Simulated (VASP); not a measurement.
# Ge in VASP: a series of runs

The runs below take Ge through single point, with PBE.

Everything below comes from runs of VASP 6.6.1. Logs are shortened: lines on timing, memory, paths and dates and some standing lists are left out, and cuts for length are marked.

## (1) The cell of the first run

The typed cell holds 8 atoms: a = 7.953 Å, b = 7.953 Å, c = 3.078 Å, α = 90.00°, β = 90.00°, γ = 120.00°.

The cell was built from a structure type or drawn by symmetry, and may not be a known phase.

## (2) Single point, PBE

The input, INCAR:

```
ALGO = Normal
EDIFF = 1E-6
ENCUT = 520
GGA = PE
ISIF = 2
ISMEAR = 0
LASPH = True
LCHARG = False
LREAL = False
LWAVE = False
NBANDS = 66
NELM = 100
PREC = Accurate
SIGMA = 0.1
```

The input, KPOINTS:

```
k-points
0
Gamma
  3 3 4
```

The input, POSCAR:

```
Ge
1.0
    7.9532987666      0.0000000000      0.0000000000
   -3.9766493833      6.8877587758      0.0000000000
    0.0000000000      0.0000000000      3.0784343313
Ge
8
Direct
    0.3345685832      0.0000000000      0.1043580010
    0.0000000000      0.3345685832      0.1043580010
    0.6654314168      0.6654314168      0.1043580010
    0.6654314168      0.0000000000      0.1043580010
    0.0000000000      0.6654314168      0.1043580010
    0.3345685832      0.3345685832      0.1043580010
    0.3333333333      0.6666666667      0.6038320768
    0.6666666667      0.3333333333      0.6038320768
```

Potentials or basis: VASP PAW PBE potentials, release 64 (Ge_d).

Started as:

```console
$ cat potpaw_PBE.64/Ge_d/POTCAR > POTCAR
$ mpirun -np 1 vasp_std > vasp.out
```

OUTCAR:

```text
EDIFF = 1E-6
   ENCUT = 520
   GGA = PE
   ISIF = 2
   ISMEAR = 0
   LASPH = True
   LREAL = False
   NELM = 100
   PREC = Accurate

 ion  position               nearest neighbor table
   1  0.335  0.000  0.104-   4 2.63   5 2.66   6 2.66
   2  0.000  0.335  0.104-   5 2.63   6 2.66   4 2.66
   3  0.665  0.665  0.104-   6 2.63   5 2.66   4 2.66
   4  0.665  0.000  0.104-   1 2.63   2 2.66   3 2.66
   5  0.000  0.665  0.104-   2 2.63   3 2.66   1 2.66
   6  0.335  0.335  0.104-   3 2.63   2 2.66   1 2.66
   7  0.333  0.667  0.604-
   8  0.667  0.333  0.604-

  LATTYP: Found a hexagonal cell.
 ALAT       =     7.9532987666
 C/A-ratio  =     0.3870638362

  Lattice vectors:

 A1 = (   7.9532987666,   0.0000000000,   0.0000000000)
 A2 = (  -3.9766493833,   6.8877587758,   0.0000000000)
 A3 = (   0.0000000000,   0.0000000000,   3.0784343313)

Analysis of symmetry for initial positions (statically):
=====================================================================
 Subroutine PRICEL returns:
 Original cell was already a primitive cell.

 Routine SETGRP: Setting up the symmetry group for a
 hexagonal supercell.

 Subroutine GETGRP returns: Found 12 space group operations
 (whereof 12 operations were pure point group operations)
 out of a pool of 24 trial point group operations.

The static configuration has the point symmetry C_6v.

Analysis of symmetry for dynamics (positions and initial velocities):
=====================================================================
 Subroutine PRICEL returns:
 Original cell was already a primitive cell.

 Routine SETGRP: Setting up the symmetry group for a
 hexagonal supercell.

 Subroutine GETGRP returns: Found 12 space group operations
 (whereof 12 operations were pure point group operations)
 out of a pool of 24 trial point group operations.

The dynamic configuration has the point symmetry C_6v.

 Subroutine INISYM returns: Found 12 space group operations
 (whereof 12 operations are pure point group operations),
 and found     1 'primitive' translations

[... 89 lines left out ...]
   NELM   =    100;   NELMIN=  2; NELMDL= -5     # of ELM steps
   EDIFF  = 0.1E-05   stopping-criterion for ELM
   LREAL  =      F    real-space projection
   EDIFFG = 0.1E-04   stopping-criterion for IOM
   NSW    =      0    number of steps for IOM
   IBRION =     -1    ionic relax: 0-MD 1-quasi-New 2-CG
   NFREE  =      0    steps in history (QN), initial steepest desc. (CG)
   ISIF   =      2    stress and relaxation
   ISYM   =      2    0-nonsym 1-usesym 2-fastsym
   POTIM  = 0.5000    time-step for ionic-motion
   TEBEG  =    0.0;   TEEND  =   0.0 temperature during run
   PSTRESS=    0.0 pullay stress
   NELECT =     112.0000    total number of electrons
   NUPDOWN=      -1.0000    fix difference up-down
   EMIN   =  10.00;   EMAX   =-10.00  energy-range for DOS
   EFERMI =   0.00;   METHOD = LEGACY
   ISMEAR =     0;   SIGMA  =   0.10  broadening in eV -4-tet -1-fermi 0-gaus
   EFERMI_NEDOS =   21; number of points for ismear=-14 and -15
   IALGO  =     38    algorithm
   IMIX   =      4    mixing-type and parameters
     AMIX     =   0.40;   BMIX     =  1.00
     AMIX_MAG =   1.60;   BMIX_MAG =  1.00
  volume/ion in A,a.u.               =      21.08       142.25
  Fermi-wavevector in a.u.,A,eV,Ry     =   1.428332  2.699156 27.757681  2.040132
  Thomas-Fermi vector in A             =   2.548405
   LORBIT       =      0    0 simple, 1 ext, 2 COOP (PROOUT), +10 PAW based schemes
   GGA     = PE    functional components
   LHFCALC =     F    Hartree Fock is set to
   AEXX    =    0.0000 exact exchange contribution
   IVDW    =     0    specifies the selected vdW correction
   LEPSILON=     F    determine dielectric tensor
   LRPA    =     F    only Hartree local field effects (RPA)
 non-spin polarized calculation
 Gauss-broadening in eV      SIGMA  =   0.10
  energy-cutoff  :      520.00
  volume of cell :      168.64
 maximum number of plane-waves:      4554
 NGX is ok and might be reduce to    60
   NGX = 29   NGY = 29   NGZ = 11

 number of electron     112.0000134 magnetization

 Free energy of the ion-electron system (eV)
  ---------------------------------------------------
  ext. energy  EPLUGINS =         0.00000000
  ---------------------------------------------------
  free energy    TOTEN  =       -33.44525921 eV

  energy without entropy =      -33.41830701  energy(sigma->0) =      -33.43178311

 E-fermi :   5.6875     XC(G=0): -10.5407

 val. band max:        5.6643961605   @ k =   0.3333   0.0000   0.2500
 cond. band min:       5.7088842504   @ k =   0.3333   0.3333   0.5000
 fundamental gap:      0.0444880899
 Fermi energy:         5.6874526586

 k-point     1 :       0.0000    0.0000    0.0000
  band No.  band energies     occupation
      1     -19.2615      2.00000
      2     -19.2578      2.00000
      3     -19.2355      2.00000
      4     -19.2355      2.00000
      5     -19.2309      2.00000
      6     -19.2309      2.00000
[... 610 lines left out ...]
     65       8.6151      0.00000
     66       8.8927      0.00000

------------------------ aborting loop because EDIFF is reached ----------------------------------------

  FORCE on cell =-STRESS in cart. coord.  units (eV):
  Direction    XX          YY          ZZ          XY          YZ          ZX
  --------------------------------------------------------------------------------------
  -------------------------------------------------------------------------------------
  Total        0.0556853      0.0556853      0.0181173      0.0000000      0.0000000      0.0000000
  in kB        0.5290491      0.5290491      0.1721271      0.0000000      0.0000000      0.0000000
  external PRESSURE =       0.4100751 kB  Pullay stress =       0.0000000 kB

 VOLUME and BASIS-vectors are now :
 -----------------------------------------------------------------------------
  energy-cutoff  :      520.00
  volume of cell :      168.64
      direct lattice vectors                 reciprocal lattice vectors
     7.953298767  0.000000000  0.000000000     0.125733992  0.072592554  0.000000000
    -3.976649383  6.887758776  0.000000000     0.000000000  0.145185108  0.000000000
     0.000000000  0.000000000  3.078434331     0.000000000  0.000000000  0.324840452

 POSITION                                       TOTAL-FORCE (eV/Angst)
 -----------------------------------------------------------------------------------
      2.66092      0.00000      0.32126         0.024687     -0.000000     -0.000547
     -1.33046      2.30443      0.32126        -0.012344      0.021380     -0.000547
      2.64619      4.58333      0.32126        -0.012344     -0.021380     -0.000547
      5.29237      0.00000      0.32126        -0.024687     -0.000000     -0.000547
     -2.64619      4.58333      0.32126         0.012344     -0.021380     -0.000547
      1.33046      2.30443      0.32126         0.012344      0.021380     -0.000547
     -0.00000      4.59184      1.85886         0.000000      0.000000      0.001641
      3.97665      2.29592      1.85886         0.000000     -0.000000      0.001641
 -----------------------------------------------------------------------------------
    total drift:                               -0.000000     -0.000000     -0.000245

  FREE ENERGIE OF THE ION-ELECTRON SYSTEM (eV)
  ---------------------------------------------------
  free  energy   TOTEN  =       -33.4452592094 eV

  energy  without entropy=      -33.4183070149  energy(sigma->0) =      -33.43178311
```

OSZICAR:

```text
N       E                     dE             d eps       ncg     rms          rms(c)
DAV:   1     0.134998970498E+04    0.13500E+04   -0.50648E+04  1396   0.481E+03
DAV:   2     0.235770635812E+03   -0.11142E+04   -0.10857E+04  1188   0.109E+03
DAV:   3    -0.728274457594E+01   -0.24305E+03   -0.23459E+03  1204   0.269E+02
DAV:   4    -0.325599282754E+02   -0.25277E+02   -0.24529E+02  1374   0.867E+01
DAV:   5    -0.335689351893E+02   -0.10090E+01   -0.10008E+01  1312   0.188E+01    0.369E+00
DAV:   6    -0.334795364381E+02    0.89399E-01   -0.41434E-01  1688   0.813E+00    0.198E+00
DAV:   7    -0.334431998762E+02    0.36337E-01   -0.21021E-01  1350   0.425E+00    0.313E-01
DAV:   8    -0.334443314423E+02   -0.11316E-02   -0.42194E-02  1328   0.246E+00    0.128E-01
DAV:   9    -0.334449916807E+02   -0.66024E-03   -0.27409E-03  1486   0.663E-01    0.733E-02
DAV:  10    -0.334451488191E+02   -0.15714E-03   -0.56241E-04  1464   0.178E-01    0.306E-02
DAV:  11    -0.334452366276E+02   -0.87808E-04   -0.14170E-04  1604   0.102E-01    0.772E-03
DAV:  12    -0.334452571470E+02   -0.20519E-04   -0.51421E-05  1302   0.495E-02    0.466E-03
DAV:  13    -0.334452592805E+02   -0.21335E-05   -0.55863E-06   994   0.215E-02    0.145E-03
DAV:  14    -0.334452592094E+02    0.71141E-07   -0.49908E-07   818   0.631E-03
   1 F= -.33445259E+02 E0= -.33431783E+02  d E =-.269522E-01
```

Run time: 58 s. Hardware: 1 thread of Intel Xeon 6975P-C (Granite Rapids), shared host; peak memory 0.29 GiB.

What came out:

| Item | Value |
| --- | --- |
| Free energy | -33.4453 eV |
| Pressure | 0.0 GPa |
| Largest force | 0.025 eV/Å |
| Band gap on the k mesh | zero (bands 56 and 57 overlap by 4.11 eV) |

Forces in eV/Å, atoms in the order of the input:
```
Ge   0.025  0.000 -0.001
Ge  -0.012  0.021 -0.001
Ge  -0.012 -0.021 -0.001
Ge  -0.025  0.000 -0.001
Ge   0.012 -0.021 -0.001
Ge   0.012  0.021 -0.001
Ge   0.000  0.000  0.002
Ge   0.000  0.000  0.002
```

Caveat: the k points lie up to 0.51 Å⁻¹ apart, too coarse for converged energies and pressures of a metal.

## (3) Single point, PBE

This run uses another cell than the first one, of 21.21 Å³/atom.

The input, INCAR:

```
  PREC = Accurate
  ENCUT = 520
  EDIFF = 1E-7
  ISMEAR = 0
  SIGMA = 0.1
  LREAL = F
  LASPH = T
  NELM = 100
  ALGO = Normal
  ISIF = 2
  LWAVE = F
  LCHARG = F
  GGA = PE
  NBANDS = 66
```

The input, KPOINTS:

```
Automatic mesh
0
Gamma
  3 3 6
```

The input, POSCAR:

```
Ge
1.0
    8.1062705032      0.0000000000      0.0000000000
   -4.0531352516      7.0202361857      0.0000000000
    0.0000000000      0.0000000000      2.9823158799
Ge
8
Direct
    0.3351280300      0.0000000000      0.0000000000
    0.0000000000      0.3351280300      0.0000000000
    0.6648719700      0.6648719700      0.0000000000
    0.6648719700      0.0000000000      0.0000000000
    0.0000000000      0.6648719700      0.0000000000
    0.3351280300      0.3351280300      0.0000000000
    0.3333333333      0.6666666667      0.5000000000
    0.6666666667      0.3333333333      0.5000000000
```

Potentials or basis: VASP PAW PBE potentials, release 64 (Ge_d).

Started as:

```console
$ cat potpaw_PBE.64/Ge_d/POTCAR > POTCAR
$ mpirun -np 1 vasp_std > vasp.out
```

It took 72 s on 1 thread of Intel Xeon 6975P-C (Granite Rapids), shared host; peak memory 0.32 GiB.

It converged, with:

```
Free energy            : -33.2598 eV
Pressure               : -0.1 GPa
Largest force          : 0.008 eV/Å
Band gap on the k mesh : zero (bands 56 and 57 overlap by 3.67 eV)
```

Forces on the atoms (eV/Å):
```
Ge   0.008  0.000  0.000
Ge  -0.004  0.007  0.000
Ge  -0.004 -0.007  0.000
Ge  -0.008  0.000  0.000
Ge   0.004 -0.007  0.000
Ge   0.004  0.007  0.000
Ge   0.000  0.000  0.000
Ge   0.000  0.000  0.000
```

Stress tensor (GPa, compression positive):
```
-0.20  0.00  0.00
 0.00 -0.20  0.00
 0.00  0.00  0.09
```

Levels at points of the mesh, in eV from the Fermi level:
| k point | band 54 | band 55 | band 56 | band 57 | band 58 | band 59 | band 60 | band 61 |
| --- | --- | --- | --- | --- | --- | --- | --- | --- |
| (0.00, 0.00, 0.00) | -1.05 | -0.47 | -0.47 | 1.45 | 1.45 | 3.11 | 4.79 | 5.51 |
| (0.00, 0.00, 0.50) | -2.55 | -2.27 | -0.68 | -0.68 | 0.25 | 0.41 | 1.79 | 1.79 |
